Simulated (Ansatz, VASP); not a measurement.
**Al3Pd: VASP beside Ansatz**

```
CELL_PARAMETERS angstrom
3.97305 0.00000 0.00000
0.00000 3.97305 0.00000
0.00000 0.00000 3.97305
ATOMIC_POSITIONS crystal
Pd 0.00000 0.00000 0.00000
Al 0.50000 0.50000 0.00000
Al 0.50000 0.00000 0.50000
Al 0.00000 0.50000 0.50000
```

Alike in both runs: task single point; functional LDA; k mesh 7 × 7 × 7; occupations fermi-dirac, width 0.05 eV; no spin polarisation.

```csv
,VASP,Ansatz
version,VASP 6.6.1,Ansatz 0.2.0
potentials or method,"VASP PAW LDA potentials, release 64 (Pd, Al)",Ansatz PAW
plane-wave cutoff (eV),500,420
valence electrons in the cell,19,27
```

|  | VASP | Ansatz | Ansatz less VASP |
| --- | --- | --- | --- |
| gap on the k mesh at the Fermi level (eV) | none | none | - |
| pressure (GPa) | -6.5 | -6.7 | -0.20 |

LDA's correlation is that of Perdew and Zunger in VASP and of Perdew and Wang (1992) in Ansatz. A gap of «none» marks a metal or a gap that the smearing closes. VASP's potentials hold 19 valence electrons a cell and Ansatz's 27, so a difference there can come from the potentials and not from the codes.
